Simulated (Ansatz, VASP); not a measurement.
**BN in VASP and in Ansatz**

The input INCAR:

```
SYSTEM = BN
ALGO = Normal ; EDIFF = 1E-6
ENCUT = 520 ; GGA = PE
ISIF = 2 ; ISMEAR = -1
LASPH = .True. ; LCHARG = .True.
LELF = .True. ; LREAL = .False.
LVHAR = .True. ; LWAVE = .False.
NBANDS = 11 ; NELM = 100
PREC = Accurate ; SIGMA = 0.02
```

File KPOINTS:

```
k-points
0
Gamma
  12 12 12
  0 0 0
```

Contents of POSCAR:

```
BN
1.0
   -0.0321258931      1.7726995604      1.7726995604
    1.7726995604     -0.0321258931      1.7726995604
    1.7726995604      1.7726995604     -0.0321258931
B N
1 1
Direct
   -0.0003030590     -0.0003030590     -0.0003030590
    0.2503030590      0.2503030590      0.2503030590
```

Input for Ansatz:

```yaml
crystal:
  lattice:
    - [-0.0321258931, 1.7726995604, 1.7726995604]
    - [1.7726995604, -0.0321258931, 1.7726995604]
    - [1.7726995604, 1.7726995604, -0.0321258931]
  atoms:
    - { symbol: B, position: [-0.000303059, -0.000303059, -0.000303059] }
    - { symbol: "N", position: [0.250303059, 0.250303059, 0.250303059] }
kpoints:
  mp_grid: { grid: [12, 12, 12] }
  band_path:
    path:
      - [0.0, 0.0, 0.0]
      - [-0.5, -0.5, 0.0]
      - [-0.375, -0.375, 0.25]
      - [-0.375, 0.0, 0.375]
      - [0.0, 0.0, 0.5]
      - [-0.5, -0.25, 0.25]
    npoints: 1
hamiltonian:
  xc: pbe
scf:
  occupations: { method: fermi_dirac, width: 0.02 }
  n_extra_bands: 4
output:
  forces: true
  stress: true
  eigenvalues: true
```

Change from the starting cell: shear_111 strain -2.7%.

Alike in both runs: task single point; functional PBE; k mesh 12 × 12 × 12; occupations fermi-dirac, width 0.02 eV; no spin polarisation.

```csv
,VASP,Ansatz
version,VASP 6.6.1,Ansatz 0.2.0
potentials or method,"VASP PAW PBE potentials, release 64 (B, N)","plane waves, PAW"
plane-wave cutoff (eV),520,420
valence electrons in the cell,8,8
```

```csv
,VASP,Ansatz,Ansatz less VASP
gap on the k mesh at the Fermi level (eV),4.37,4.38,+0.010
pressure (GPa),16.5,16.1,-0.38
"traceless stress, the component that is largest in VASP (GPa)",8.87,8.81,-0.058
rms of the force components (eV/Å),0.024,0.021,-0.0029
```

Atom by atom the forces differ by 0.003 eV/Å (rms over components). The functional is the same, so the differences come from potentials, cutoffs and numerics.
